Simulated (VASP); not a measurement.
Set up this calculation in VASP 6.6.1, as the native input.

```yaml
Task: density of states
Functional: PBEsol
Potentials_or_basis: VASP PAW PBE potentials, release 64 (Gd)
Cutoff: 520 eV
k_mesh: 14 × 14 × 14
Occupations: fermi-dirac, width 0.08 eV
Spin: collinear spin, ferromagnetic start
Starting_moments: "[7.0] μB"
Dipole_correction: no
k_mesh_for_the_DOS: 21 × 21 × 21
Occupations_for_the_DOS: tetrahedron
Further_INCAR_settings: ALGO = Normal; EDIFF = 1e-06; NBANDS = 19
```

Crystal: Gd.

```
CELL_PARAMETERS angstrom
-1.51601 1.51601 1.51601
1.51601 -1.51601 1.51601
1.51601 1.51601 -1.51601
ATOMIC_POSITIONS crystal
Gd 0.00000 0.00000 0.00000
```

This cell differs from its parent crystal: volume scaled by 0.45.

These files were run (other wordings do the same):

POSCAR

```
Gd
1.0
   -1.5160070826      1.5160070826      1.5160070826
    1.5160070826     -1.5160070826      1.5160070826
    1.5160070826      1.5160070826     -1.5160070826
Gd
1
Direct
    0.0000000000      0.0000000000      0.0000000000
```

INCAR.step1

```
ALGO = Normal ; EDIFF = 1E-6
ENCUT = 520 ; GGA = PS
GGA_COMPAT = F ; ISIF = 2
ISMEAR = -1 ; ISPIN = 2
LASPH = T ; LCHARG = T
LMAXMIX = 6 ; LORBIT = 11
LREAL = F ; LWAVE = F
MAGMOM = 7 ; NBANDS = 19
NEDOS = 2001 ; NELM = 200
PREC = Accurate ; SIGMA = 0.08
```

KPOINTS.step1

```
k-points
0
Gamma
  14 14 14
```

INCAR.step2

```
ALGO = Normal ; EDIFF = 1E-6
ENCUT = 520 ; GGA = PS
GGA_COMPAT = F ; ICHARG = 11
ISIF = 2 ; ISMEAR = -5
ISPIN = 2 ; LASPH = T
LCHARG = F ; LMAXMIX = 6
LORBIT = 10 ; LREAL = F
LWAVE = F ; MAGMOM = 7
NBANDS = 19 ; NEDOS = 1001
NELM = 200 ; PREC = Accurate
SIGMA = 0.08
```

KPOINTS.step2

```
k-points
0
Gamma
  21 21 21
```

Potentials or basis: VASP PAW PBE potentials, release 64 (Gd).

Launch:

```bash
$ cat potpaw_PBE.64/Gd/POTCAR > POTCAR
$ cp INCAR.step1 INCAR
$ cp KPOINTS.step1 KPOINTS
$ mpirun -np 1 vasp_std > vasp.out
$ cp INCAR.step2 INCAR
$ cp KPOINTS.step2 KPOINTS
$ mpirun -np 1 vasp_std > vasp.out
```

It gave:

```
Net moment                                            : 6.70 μB per cell
Site moments                                          : Gd +6.47 μB
Valence electrons inside the program's atomic spheres : Gd 16.19
```

Caveat: spin-orbit coupling is left out, which moves the levels of the heavy elements.

Run time: 99 s on 1 thread of Intel(R) Xeon(R) 6975P-C (Granite Rapids) (shared host), peak memory 0.31 GiB.
